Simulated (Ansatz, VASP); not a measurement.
**One calculation of SnC2, two programs**

Contents of INCAR:

```
SYSTEM = SnC2
PREC = Accurate
ENCUT = 600
EDIFF = 1E-7
ISMEAR = 0
SIGMA = 0.2
LREAL = .FALSE.
LASPH = .TRUE.
NELM = 120
ALGO = Normal
ISIF = 3
LWAVE = .FALSE.
LCHARG = .FALSE.
GGA = PE
IBRION = 2
NSW = 36
EDIFFG = -0.08
GGA_COMPAT = .FALSE.
NELMIN = 4
```

File KPOINTS:

```
Automatic mesh
0
G
  4 4 4
  0 0 0
```

The input POSCAR:

```
SnC2
1.0
    0.0000000000      3.7858977500      3.7858977500
    3.7858977500      0.0000000000      3.7858977500
    3.7858977500      3.7858977500      0.0000000000
Sn C
2 4
Direct
    0.2500000000      0.2500000000      0.2500000000
    0.0000000000      0.0000000000      0.0000000000
    0.6250000000      0.1250000000      0.6250000000
    0.6250000000      0.6250000000      0.1250000000
    0.1250000000      0.6250000000      0.6250000000
    0.6250000000      0.6250000000      0.6250000000
```

Input for Ansatz:

```yaml
crystal:
  lattice:
    - [0.0, 3.78589775, 3.78589775]
    - [3.78589775, 0.0, 3.78589775]
    - [3.78589775, 3.78589775, 0.0]
  atoms:
    - { symbol: Sn, position: [0.25, 0.25, 0.25] }
    - { symbol: Sn, position: [0.0, 0.0, 0.0] }
    - { symbol: C, position: [0.625, 0.125, 0.625] }
    - { symbol: C, position: [0.625, 0.625, 0.125] }
    - { symbol: C, position: [0.125, 0.625, 0.625] }
    - { symbol: C, position: [0.625, 0.625, 0.625] }
basis:
  ecutwfc: 420
kpoints:
  mp_grid: { grid: [4, 4, 4] }
hamiltonian:
  xc: pbe
scf:
  occupations: { method: gaussian, width: 0.2 }
  lower_state_search: "off"
output:
  forces: true
  stress: true
  eigenvalues: true
relax:
  adjacent_minimum: "off"
  f_tol: 0.08
  max_steps: 16
  cell: { stress_tol: 0.8 }
```

Change from the starting cell: species swapped into the NaAg2 type (Fd-3m, No. 227).

Alike in both runs: task relaxation of cell and atoms; functional PBE; k mesh 4 × 4 × 4; occupations gaussian, width 0.2 eV; no spin polarisation.

```csv
,VASP,Ansatz
version,VASP 6.6.1,Ansatz 0.2.0
potentials or method,"VASP PAW PBE potentials, release 64 (Sn_d, C), cutoff 600 eV","scalar-relativistic, plane waves, PAW"
valence electrons in the cell,44,44
```

|  | VASP | Ansatz | Ansatz less VASP |
| --- | --- | --- | --- |
| gap on the k mesh at the Fermi level, each at its own relaxed structure (eV) | none | none | - |
| relaxed volume (Å³/atom) | 13.07 | 12.99 | -0.080 |
| relaxed length of the cell vector where the two differ most in proportion (Å) | 4.805 | 4.795 | -0.0098 |

A gap of «none» marks a metal or a gap that the smearing closes.

Noted on VASP's run: the volume moved by over 15 % at a fixed basis, so the end points are rough.
